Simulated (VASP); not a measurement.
## AgI: single point with PBEsol

The system is AgI.

```xyz
4
Lattice="4.5591 0.0000 0.0000 -2.2795 3.9483 0.0000 0.0000 0.0000 7.4540" Properties=species:S:1:pos:R:3 pbc="T T T"
Ag    2.2795    1.3161    4.6777
Ag    0.0000    2.6322    0.9508
I     2.2795    1.3161    0.0182
I     0.0000    2.6322    3.7452
```

| Property | Result |
| --- | --- |
| Program | VASP 6.6.1 |
| Task | single point |
| Functional | PBEsol |
| Potentials or basis | VASP PAW PBE potentials, release 64 (Ag, I) |
| Cutoff | 500 eV |
| k mesh | 6 × 6 × 4 |
| Occupations | gaussian, width 0.01 eV |
| Spin | non-collinear spin, zero start, spin-orbit coupling |
| Starting moments | [[0.0, 0.0, 0.0], [0.0, 0.0, 0.0], [0.0, 0.0, 0.0], [0.0, 0.0, 0.0]] μB |
| Dipole correction | no |
| Further INCAR settings | ALGO = Normal; EDIFF = 1e-06; NBANDS = 50 |

```yaml
Pressure: 0.0 GPa
Net_moment: 0.00 μB per cell
Valence_electrons_inside_the_program's_atomic_spheres: Ag 9.84; I 4.28
```

Moments on the atoms (μB; x, y, z):
```
Ag  0.00 0.00 0.00
Ag  0.00 0.00 0.00
I   0.00 0.00 0.00
I   0.00 0.00 0.00
```

Wall time 7.5 min on 1 thread of AMD EPYC 9755 128-Core Processor (shared host), peak memory 0.63 GiB.

Caveat: the PAW data sets were made with another functional, which shifts forces and pressure a little.
